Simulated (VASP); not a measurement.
Set up this calculation in VASP 6.6.1, as the native input.

```yaml
Task: single point
Functional: LDA
Potentials_or_basis: VASP PAW LDA potentials, release 64 (Rb_sv)
Cutoff: 520 eV
k_mesh: 12 × 12 × 6
Occupations: gaussian, width 0.15 eV
Spin: no spin polarisation
Dipole_correction: no
Further_INCAR_settings: ALGO = Normal; EDIFF = 1e-06; NBANDS = 16
```

The structure of Rb lies in POSCAR:

```
Rb
1.0
    5.2154121504      0.0000000000      0.0000000000
   -2.6077060752      4.4065165009      0.0000000000
    0.0000000000      0.0000000000      8.4420579800
Rb
2
Direct
    0.3333333333      0.6666666667      0.2500000000
    0.6666666667      0.3333333333      0.7500000000
```

This cell differs from its parent crystal: strain +0.0250 x Voigt [1, 0, 0, 0, 0, 0].

The input as run:

INCAR

```
PREC = Accurate
ENCUT = 520
EDIFF = 1E-6
ISMEAR = 0
SIGMA = 0.15
LREAL = False
LASPH = True
NELM = 100
ALGO = Normal
ISIF = 2
LWAVE = False
LCHARG = False
GGA = CA
NBANDS = 16
```

KPOINTS

```
regular mesh
0
Gamma
  12 12 6
```

Potentials or basis: VASP PAW LDA potentials, release 64 (Rb_sv).

Run with:

```sh
$ cat potpaw_LDA.64/Rb_sv/POTCAR > POTCAR
$ mpirun -np 1 vasp_std > vasp.out
```

It gave:

```
Pressure               : -0.5 GPa
Band gap on the k mesh : zero (bands 9 and 10 overlap by 2.36 eV)
```

Caveat: the cell differs from its parent crystal (strain +0.0250 x Voigt [1, 0, 0, 0, 0, 0]).

Run time: 3.7 min on 1 thread of AMD EPYC 9R45 96-Core Processor (Zen 5), with other jobs on the host, peak memory 0.52 GiB.
